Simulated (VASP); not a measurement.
The system is AlN.

```
Al N
1.0
     0.00000    2.22683    2.22683
     2.22683    0.00000    2.22683
     2.22683    2.22683    0.00000
Al N
1 1
Direct
  0.00000 0.00000 0.00000
  0.25000 0.25000 0.25000
```

Base run:

* Program: VASP 6.6.1
* Functional: PBE
* Dispersion: D4
* Potentials or basis: VASP PAW PBE potentials, release 64 (Al, N)
* Cutoff: 600 eV
* k mesh: 10 × 10 × 10
* Occupations: fermi-dirac, width 0.05 eV
* Spin: no spin polarisation

Its results: band gap on the k mesh 3.29 eV, indirect (least direct gap 3.69 eV); pressure -10.7 GPa.

After a change of settings the same cell gave: band gap on the k mesh 3.89 eV, indirect (least direct gap 4.36 eV); pressure -12.6 GPa. Which change was it?
A. functional from PBE to PBEsol; dispersion from D4 to none; cutoff from 600 eV to 520 eV
B. functional from PBE to r2SCAN; cutoff from 600 eV to 520 eV
C. dispersion from D4 to none; cutoff from 600 eV to 520 eV; further incar settings from ALGO = Normal; EDIFF = 1e-06; NBANDS = 11 to ALGO = Normal; EDIFF = 1e-07; NBANDS = 11
D. functional from PBE to PBEsol; cutoff from 600 eV to 520 eV; further incar settings from ALGO = Normal; EDIFF = 1e-06; NBANDS = 11 to ALGO = Normal; EDIFF = 1e-07; NBANDS = 11

B.

r2SCAN gives the wider gap, since meta-GGAs in the generalised Kohn-Sham scheme recover part of the derivative discontinuity.

Caveats: the PAW data sets were made with another functional, which shifts forces and pressure a little (some runs).
